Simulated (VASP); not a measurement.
# ZnAu (Pm-3m) in VASP: a series of runs

Runs on ZnAu. Level: PBE. Tasks: single point, relaxation of cell and atoms.

All numbers are computed with VASP 6.6.1; they aren't measurements. Logs are shortened: lines on timing, memory, paths and dates and some standing lists are left out, and cuts for length are marked.

### 1 The cell of the first run

Symmetry: Pm-3m, No. 221, cubic system. The conventional cell has a = 3.187 Å, b = 3.187 Å, c = 3.187 Å, α = 90.00°, β = 90.00°, γ = 90.00°. Zn (site symmetry m-3m) has 8 Au at 2.76 Å and 6 Zn at 3.19 Å within 3.6 Å. Within 3.6 Å of Au (site symmetry m-3m) lie 8 Zn at 2.76 Å and 6 Au at 3.19 Å.

### 2 Single point, PBE

The input, INCAR:

```
SYSTEM = ZnAu
ALGO = Normal
EDIFF = 1E-6
ENCUT = 520
GGA = PE
ISIF = 2
ISMEAR = 0
LASPH = .TRUE.
LCHARG = .TRUE.
LELF = .TRUE.
LREAL = .FALSE.
LVHAR = .TRUE.
LWAVE = .FALSE.
NBANDS = 18
NELM = 100
PREC = Accurate
SIGMA = 0.1
```

The input, KPOINTS:

```
k-points
0
G
  18 18 18
  0 0 0
```

The input, POSCAR:

```
ZnAu
1.0
    3.1865341563      0.0000000000      0.0000000000
    0.0000000000      3.1865341563      0.0000000000
    0.0000000000      0.0000000000      3.1865341563
Zn Au
1 1
Direct
    0.5000000000      0.5000000000      0.5000000000
    0.0000000000      0.0000000000      0.0000000000
```

Potentials or basis: VASP PAW PBE potentials, release 64 (Zn, Au).

On the command line:

```sh
cat potpaw_PBE.64/Zn/POTCAR potpaw_PBE.64/Au/POTCAR > POTCAR
mpirun -np 1 vasp_std > vasp.out
```

OUTCAR:

```text
SYSTEM = ZnAu
   EDIFF = 1E-6
   ENCUT = 520
   GGA = PE
   ISIF = 2
   ISMEAR = 0
   LASPH = .TRUE.
   LREAL = .FALSE.
   NELM = 100
   PREC = Accurate

 ion  position               nearest neighbor table
   1  0.500  0.500  0.500-   2 2.76   2 2.76   2 2.76   2 2.76   2 2.76   2 2.76   2 2.76   2 2.76

   2  0.000  0.000  0.000-   1 2.76   1 2.76   1 2.76   1 2.76   1 2.76   1 2.76   1 2.76   1 2.76

  LATTYP: Found a simple cubic cell.
 ALAT       =     3.1865341563

  Lattice vectors:

 A1 = (   3.1865341563,   0.0000000000,   0.0000000000)
 A2 = (   0.0000000000,   3.1865341563,   0.0000000000)
 A3 = (   0.0000000000,   0.0000000000,   3.1865341563)

Analysis of symmetry for initial positions (statically):
=====================================================================
 Subroutine PRICEL returns:
 Original cell was already a primitive cell.

 Routine SETGRP: Setting up the symmetry group for a
 simple cubic supercell.

 Subroutine GETGRP returns: Found 48 space group operations
 (whereof 48 operations were pure point group operations)
 out of a pool of 48 trial point group operations.

The static configuration has the point symmetry O_h .

Analysis of symmetry for dynamics (positions and initial velocities):
=====================================================================
 Subroutine PRICEL returns:
 Original cell was already a primitive cell.

 Routine SETGRP: Setting up the symmetry group for a
 simple cubic supercell.

 Subroutine GETGRP returns: Found 48 space group operations
 (whereof 48 operations were pure point group operations)
 out of a pool of 48 trial point group operations.

The dynamic configuration has the point symmetry O_h .

 Subroutine INISYM returns: Found 48 space group operations
 (whereof 48 operations are pure point group operations),
 and found     1 'primitive' translations

----------------------------------------------------------------------------------------

                                     Primitive cell

  volume of cell :      32.3561

  direct lattice vectors                    reciprocal lattice vectors
     3.186534156  0.000000000  0.000000000     0.313820581  0.000000000  0.000000000
     0.000000000  3.186534156  0.000000000     0.000000000  0.313820581  0.000000000
     0.000000000  0.000000000  3.186534156     0.000000000  0.000000000  0.313820581

  length of vectors
     3.186534156  3.186534156  3.186534156     0.313820581  0.313820581  0.313820581

  position of ions in fractional coordinates (direct lattice)
     0.500000000  0.500000000  0.500000000
     0.000000000  0.000000000  0.000000000

  ion indices of the primitive-cell ions
   primitive index   ion index
                 1           1
                 2           2

----------------------------------------------------------------------------------------

 KPOINTS: k-points

Automatic generation of k-mesh.
 Grid dimensions read from file:
 generate k-points for:   18   18   18

 Generating k-lattice:

  Cartesian coordinates                     Fractional coordinates (reciprocal lattice)
     0.017434477  0.000000000  0.000000000     0.055555556  0.000000000  0.000000000
     0.000000000  0.017434477  0.000000000     0.000000000  0.055555556  0.000000000
     0.000000000  0.000000000  0.017434477     0.000000000  0.000000000  0.055555556

  Length of vectors
     0.017434477  0.017434477  0.017434477

  Shift w.r.t. Gamma in fractional coordinates (k-lattice)
     0.000000000  0.000000000  0.000000000

 Subroutine IBZKPT returns following result:
 ===========================================

 Found    220 irreducible k-points:

 Following reciprocal coordinates:
            Coordinates               Weight
  0.000000  0.000000  0.000000      1.000000
  0.055556  0.000000  0.000000      6.000000
  0.111111  0.000000  0.000000      6.000000
  0.166667  0.000000  0.000000      6.000000
  0.222222  0.000000  0.000000      6.000000
  0.277778  0.000000  0.000000      6.000000
[... 16 lines left out ...]
  0.277778  0.111111  0.000000     24.000000
  0.333333  0.111111  0.000000     24.000000
 [... further k-points ...]
   k-points           NKPTS =    220   k-points in BZ     NKDIM =    220   number of bands    NBANDS=     18
   number of dos      NEDOS =    301   number of ions     NIONS =      2
   total plane-waves  NPLWV =  13824
   dimension x,y,z NGX =    24 NGY =   24 NGZ =   24
   dimension x,y,z NGXF=    48 NGYF=   48 NGZF=   48
   ions per type =               1   1
   NGX,Y,Z   is equivalent  to a cutoff of  12.52, 12.52, 12.52 a.u.
   NGXF,Y,Z  is equivalent  to a cutoff of  25.04, 25.04, 25.04 a.u.
 SYSTEM =  ZnAu
   PREC   = accura    normal or accurate (medium, high low for compatibility)
   ISTART =      0    job   : 0-new  1-cont  2-samecut
   ICHARG =      2    charge: 1-file 2-atom 10-const
   ISPIN  =      1    spin polarized calculation?
   LNONCOLLINEAR =      F non collinear calculations
   LSORBIT =      F    spin-orbit coupling
   LASPH  =      T    aspherical Exc in radial PAW
   ENCUT  =  520.0 eV  38.22 Ry    6.18 a.u.   5.92  5.92  5.92*2*pi/ulx,y,z
   NELM   =    100;   NELMIN=  2; NELMDL= -5     # of ELM steps
   EDIFF  = 0.1E-05   stopping-criterion for ELM
   LREAL  =      F    real-space projection
   EDIFFG = 0.1E-04   stopping-criterion for IOM
   NSW    =      0    number of steps for IOM
   IBRION =     -1    ionic relax: 0-MD 1-quasi-New 2-CG
   NFREE  =      0    steps in history (QN), initial steepest desc. (CG)
   ISIF   =      2    stress and relaxation
   ISYM   =      2    0-nonsym 1-usesym 2-fastsym
   POTIM  = 0.5000    time-step for ionic-motion
   TEBEG  =    0.0;   TEEND  =   0.0 temperature during run
   PSTRESS=    0.0 pullay stress
   NELECT =      23.0000    total number of electrons
   NUPDOWN=      -1.0000    fix difference up-down
   EMIN   =  10.00;   EMAX   =-10.00  energy-range for DOS
   EFERMI =   0.00;   METHOD = LEGACY
   ISMEAR =     0;   SIGMA  =   0.10  broadening in eV -4-tet -1-fermi 0-gaus
   EFERMI_NEDOS =   21; number of points for ismear=-14 and -15
   IALGO  =     38    algorithm
   IMIX   =      4    mixing-type and parameters
     AMIX     =   0.40;   BMIX     =  1.00
     AMIX_MAG =   1.60;   BMIX_MAG =  1.00
  volume/ion in A,a.u.               =      16.18       109.17
  Fermi-wavevector in a.u.,A,eV,Ry     =   1.461052  2.760987 29.043970  2.134672
  Thomas-Fermi vector in A             =   2.577429
   LORBIT       =      0    0 simple, 1 ext, 2 COOP (PROOUT), +10 PAW based schemes
   GGA     = PE    functional components
   LHFCALC =     F    Hartree Fock is set to
   AEXX    =    0.0000 exact exchange contribution
   IVDW    =     0    specifies the selected vdW correction
   LEPSILON=     F    determine dielectric tensor
   LRPA    =     F    only Hartree local field effects (RPA)
 non-spin polarized calculation
 Gauss-broadening in eV      SIGMA  =   0.10
  energy-cutoff  :      520.00
  volume of cell :       32.36
 maximum number of plane-waves:       912
 NGX is ok and might be reduce to    24
   NGX = 11   NGY = 11   NGZ = 11

 number of electron      23.0000040 magnetization

 Free energy of the ion-electron system (eV)
  ---------------------------------------------------
  ext. energy  EPLUGINS =         0.00000000
  ---------------------------------------------------
  free energy    TOTEN  =        -4.75188029 eV

  energy without entropy =       -4.75001687  energy(sigma->0) =       -4.75094858

 E-fermi :   6.6691     XC(G=0): -12.1653

 val. band max:        6.6686518393   @ k =   0.2778   0.0556   0.0000
 cond. band min:       6.7449442266   @ k =   0.2778   0.0556   0.0556
 fundamental gap:      0.0762923873
 Fermi energy:         6.6691068665

 k-point     1 :       0.0000    0.0000    0.0000
  band No.  band energies     occupation
      1      -3.6314      2.00000
      2      -1.3107      2.00000
      3      -1.3107      2.00000
      4      -0.7034      2.00000
      5      -0.7034      2.00000
      6      -0.7034      2.00000
[... 10 lines left out ...]
     17      18.5100      0.00000
     18      24.8000      0.00000

 k-point     2 :       0.0556    0.0000    0.0000
  band No.  band energies     occupation
      1      -3.5780      2.00000
      2      -1.3001      2.00000
      3      -1.2959      2.00000
      4      -0.7042      2.00000
      5      -0.7042      2.00000
      6      -0.6994      2.00000
[... 10 lines left out ...]
     17      18.7570      0.00000
     18      24.7324      0.00000

 k-point     3 :       0.1111    0.0000    0.0000
  band No.  band energies     occupation
      1      -3.4193      2.00000
      2      -1.2692      2.00000
      3      -1.2535      2.00000
      4      -0.7063      2.00000
      5      -0.7063      2.00000
      6      -0.6876      2.00000
[... 10 lines left out ...]
     17      19.5338      0.00000
     18      24.5592      0.00000

 k-point     4 :       0.1667    0.0000    0.0000
  band No.  band energies     occupation
      1      -3.1593      2.00000
      2      -1.2207      2.00000
      3      -1.1890      2.00000
      4      -0.7091      2.00000
      5      -0.7091      2.00000
      6      -0.6695      2.00000
[... 10 lines left out ...]
     17      20.7839      0.00000
     18      24.2079      0.00000

 k-point     5 :       0.2222    0.0000    0.0000
  band No.  band energies     occupation
      1      -2.8059      2.00000
      2      -1.1589      2.00000
      3      -1.1105      2.00000
      4      -0.7119      2.00000
      5      -0.7119      2.00000
      6      -0.6470      2.00000
[... 10 lines left out ...]
     17      22.1934      0.00000
     18      23.2622      0.00000

 k-point     6 :       0.2778    0.0000    0.0000
  band No.  band energies     occupation
      1      -2.3725      2.00000
      2      -1.0899      2.00000
      3      -1.0269      2.00000
      4      -0.7140      2.00000
      5      -0.7140      2.00000
      6      -0.6228      2.00000
[... 10 lines left out ...]
     17      21.9593      0.00000
     18      22.1313      0.00000

 k-point     7 :       0.3333    0.0000    0.0000
  band No.  band energies     occupation
      1      -1.8831      2.00000
      2      -1.0215      2.00000
      3      -0.9449      2.00000
      4      -0.7152      2.00000
      5      -0.7152      2.00000
      6      -0.5996      2.00000
[... 10 lines left out ...]
     17      20.8348      0.00000
     18      20.9525      0.00000

 k-point     8 :       0.3889    0.0000    0.0000
  band No.  band energies     occupation
      1      -1.3913      2.00000
      2      -0.9629      2.00000
      3      -0.8602      2.00000
      4      -0.7154      2.00000
      5      -0.7154      2.00000
      6      -0.5805      2.00000
[... 10 lines left out ...]
     17      19.7804      0.00000
     18      19.7815      0.00000
[... 229 lines left out ...]
     17      17.6396      0.00000
     18      18.9250      0.00000

 k-point    20 :       0.1111    0.1111    0.0000
  band No.  band energies     occupation
      1      -3.2120      2.00000
      2      -1.2266      2.00000
      3      -1.2035      2.00000
      4      -0.7347      2.00000
      5      -0.7087      2.00000
      6      -0.6560      2.00000
[... 10 lines left out ...]
     17      19.6973      0.00000
     18      23.1951      0.00000

 k-point    21 :       0.1667    0.1111    0.0000
  band No.  band energies     occupation
      1      -2.9594      2.00000
      2      -1.1834      2.00000
      3      -1.1413      2.00000
      4      -0.7482      2.00000
      5      -0.7097      2.00000
      6      -0.6389      2.00000
[... 10 lines left out ...]
     17      20.7583      0.00000
     18      22.1419      0.00000

 k-point    22 :       0.2222    0.1111    0.0000
  band No.  band energies     occupation
      1      -2.6192      2.00000
      2      -1.1303      2.00000
      3      -1.0647      2.00000
      4      -0.7574      2.00000
      5      -0.7067      2.00000
      6      -0.6257      2.00000
[... 10 lines left out ...]
     17      21.0145      0.00000
     18      22.2983      0.00000

 k-point    23 :       0.2778    0.1111    0.0000
  band No.  band energies     occupation
      1      -2.2093      2.00000
      2      -1.0725      2.00000
      3      -0.9849      2.00000
      4      -0.7616      2.00000
      5      -0.6926      2.00000
      6      -0.6178      2.00000
[... 10 lines left out ...]
     17      19.9702      0.00000
     18      22.1719      0.00000

 k-point    24 :       0.3333    0.1111    0.0000
  band No.  band energies     occupation
      1      -1.7649      2.00000
      2      -1.0172      2.00000
      3      -0.9158      2.00000
      4      -0.7608      2.00000
      5      -0.6476      2.00000
      6      -0.6159      2.00000
[... 10 lines left out ...]
     17      19.4436      0.00000
     18      20.9988      0.00000

 [... further k-points ...]

------------------------ aborting loop because EDIFF is reached ----------------------------------------

  FORCE on cell =-STRESS in cart. coord.  units (eV):
  Direction    XX          YY          ZZ          XY          YZ          ZX
  --------------------------------------------------------------------------------------
  -------------------------------------------------------------------------------------
  Total        0.0083176      0.0083176      0.0083176      0.0000000      0.0000000      0.0000000
  in kB        0.4118610      0.4118610      0.4118610      0.0000000      0.0000000      0.0000000
  external PRESSURE =       0.4118610 kB  Pullay stress =       0.0000000 kB

 VOLUME and BASIS-vectors are now :
 -----------------------------------------------------------------------------
  energy-cutoff  :      520.00
  volume of cell :       32.36
      direct lattice vectors                 reciprocal lattice vectors
     3.186534156  0.000000000  0.000000000     0.313820581  0.000000000  0.000000000
     0.000000000  3.186534156  0.000000000     0.000000000  0.313820581  0.000000000
     0.000000000  0.000000000  3.186534156     0.000000000  0.000000000  0.313820581

 POSITION                                       TOTAL-FORCE (eV/Angst)
 -----------------------------------------------------------------------------------
      1.59327      1.59327      1.59327         0.000000      0.000000      0.000000
      0.00000      0.00000      0.00000         0.000000      0.000000      0.000000
 -----------------------------------------------------------------------------------
    total drift:                                0.000000      0.000000     -0.000000

  FREE ENERGIE OF THE ION-ELECTRON SYSTEM (eV)
  ---------------------------------------------------
  free  energy   TOTEN  =        -4.7518802910 eV

  energy  without entropy=       -4.7500168745  energy(sigma->0) =       -4.75094858
```

It took 41 s on 1 thread of Intel Xeon Platinum 8259CL at 2.50GHz (Skylake/Cascade Lake), shared host; peak memory 0.25 GiB.

What came out:

```yaml
Free_energy: -4.7519 eV
Pressure: 0.0 GPa
```

Caveat: spin-orbit coupling is left out, which moves the levels of the heavy elements.

### 3 Relaxation of cell and atoms, PBE

This run uses another cell than the first one, of 16.24 Å³/atom, 1.004 times its volume.

The input, INCAR:

```
SYSTEM = ZnAu
PREC     = Accurate       ! precision mode
ENCUT    = 600            ! plane-wave cutoff, eV
EDIFF    = 1E-7           ! SCF threshold, eV
ISMEAR   = 0              ! smearing method
SIGMA    = 0.1            ! smearing width, eV
LREAL    = .False.        ! projectors in reciprocal space
LASPH    = .True.         ! aspherical terms in the spheres
NELM     = 100            ! most SCF steps
ALGO     = Normal         ! electronic algorithm
ISIF     = 3              ! what is computed and relaxed
LWAVE    = .False.        ! write WAVECAR
LCHARG   = .False.        ! write CHGCAR
GGA      = PE             ! functional
IBRION   = 2              ! ionic algorithm
NSW      = 100            ! ionic steps
EDIFFG   = -0.01          ! ionic threshold
```

The input, KPOINTS:

```
regular mesh
0
Gamma
  18 18 18
  0 0 0
```

The input, POSCAR:

```
ZnAu
1.0
    3.1905344339      0.0000000000      0.0000000000
    0.0000000000      3.1905344339      0.0000000000
    0.0000000000      0.0000000000      3.1905344339
Zn Au
1 1
Direct
    0.5000000000      0.5000000000      0.5000000000
    0.0000000000      0.0000000000      0.0000000000
```

Potentials or basis: VASP PAW PBE potentials, release 64 (Zn, Au).

On the command line:

```sh
cat potpaw_PBE.64/Zn/POTCAR potpaw_PBE.64/Au/POTCAR > POTCAR
mpirun -np 1 vasp_std > vasp.out
```

Run time: 3 min. Hardware: 1 thread of Intel Xeon Platinum 8259CL at 2.50GHz (Skylake/Cascade Lake), shared host; peak memory 0.29 GiB.

Results (log left out):

```yaml
Free_energy: -4.7516 eV
Relaxed_volume: 16.20 Å³/atom
Relaxed_cell: a = 3.188 Å, b = 3.188 Å, c = 3.188 Å, α = 90.00°, β = 90.00°, γ = 90.00°
Space_group_after_relaxing_to_0.05_Å: Pm-3m (No. 221)
Energy_gained_by_relaxing: 0.0 meV/atom
Ionic_steps: 3
Pressure_after_relaxing: 0.0 GPa
```

Final structure:
```xyz
2
Lattice="3.1878 0.0000 0.0000 0.0000 3.1878 0.0000 0.0000 0.0000 3.1878" Properties=species:S:1:pos:R:3 pbc="T T T"
Zn    1.5939    1.5939    1.5939
Au    0.0000    0.0000    0.0000
```

Levels at points of the mesh, in eV from the Fermi level:
```
           k point  band 10  band 11  band 12  band 13  band 14  band 15
(0.00, 0.00, 0.00)    -3.71    -3.71     4.92     4.92     4.92     8.35
(0.50, 0.00, 0.00)    -4.79    -3.84    -2.40    10.32    10.85    10.85
(0.50, 0.50, 0.00)    -3.15    -1.85    -1.85     0.68     2.24    10.17
(0.50, 0.50, 0.50)    -3.10     1.27     3.33     3.69     3.69     3.69
```

Caveat: spin-orbit coupling is left out, which moves the levels of the heavy elements.

(Continued in part 2 of 2.)
